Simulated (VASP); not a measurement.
Set up this calculation in VASP 6.6.1, as the native input.

* Task: single point
* Functional: LDA
* Potentials or basis: VASP PAW LDA potentials, release 64 (Ba_sv, Zr_sv, O)
* Cutoff: 520 eV
* k mesh: 6 × 6 × 6
* Occupations: gaussian, width 0.05 eV
* Spin: no spin polarisation
* Dipole correction: no
* Further INCAR settings: ALGO = Normal; EDIFF = 1e-06; NBANDS = 28

The structure of BaZrO3 lies in POSCAR:

```
BaZrO3
1.0
    3.6912343136      0.0000000000      0.0000000000
    0.0000000000      4.4896192634      0.0000000000
    0.0000000000      0.0000000000      4.1474542849
Ba Zr O
1 1 3
Direct
    0.5000000000      0.5000000000      0.5000000000
    0.0000000000      0.0000000000      0.0000000000
    0.5000000000      0.0000000000      0.0000000000
    0.0000000000      0.5000000000      0.0000000000
    0.0000000000      0.0000000000      0.5000000000
```

This cell differs from its parent crystal: normal strain along x -0.1100, normal strain along y +0.0825.

The input as run:

INCAR

```
SYSTEM = BaZrO3
PREC     = Accurate       ! precision mode
ENCUT    = 520            ! plane-wave cutoff, eV
EDIFF    = 1E-6           ! SCF threshold, eV
ISMEAR   = 0              ! smearing method
SIGMA    = 0.05           ! smearing width, eV
LREAL    = .FALSE.        ! projectors in reciprocal space
LASPH    = .TRUE.         ! aspherical terms in the spheres
NELM     = 60             ! most SCF steps
ALGO     = Normal         ! electronic algorithm
ISIF     = 2              ! what is computed and relaxed
LWAVE    = .FALSE.        ! write WAVECAR
LCHARG   = .FALSE.        ! write CHGCAR
GGA      = CA             ! functional
NBANDS   = 28             ! bands
```

KPOINTS

```
regular mesh
0
G
  6 6 6
  0 0 0
```

Potentials or basis: VASP PAW LDA potentials, release 64 (Ba_sv, Zr_sv, O).

The run is started by

```sh
$ cat potpaw_LDA.64/Ba_sv/POTCAR potpaw_LDA.64/Zr_sv/POTCAR potpaw_LDA.64/O/POTCAR > POTCAR
$ mpirun -np 1 vasp_std > vasp.out
```

Results of the run:

| Item | Value |
| --- | --- |
| Pressure | 18.3 GPa |
| Band gap on the k mesh | 2.10 eV, direct |

Caveat: the cell differs from its parent crystal (normal strain along x -0.1100, normal strain along y +0.0825); spin-orbit coupling is left out, which moves the levels of the heavy elements.

Run time: 42 s on 1 thread of Intel(R) Xeon(R) 6975P-C (Granite Rapids), on a shared host, peak memory 0.24 GiB.
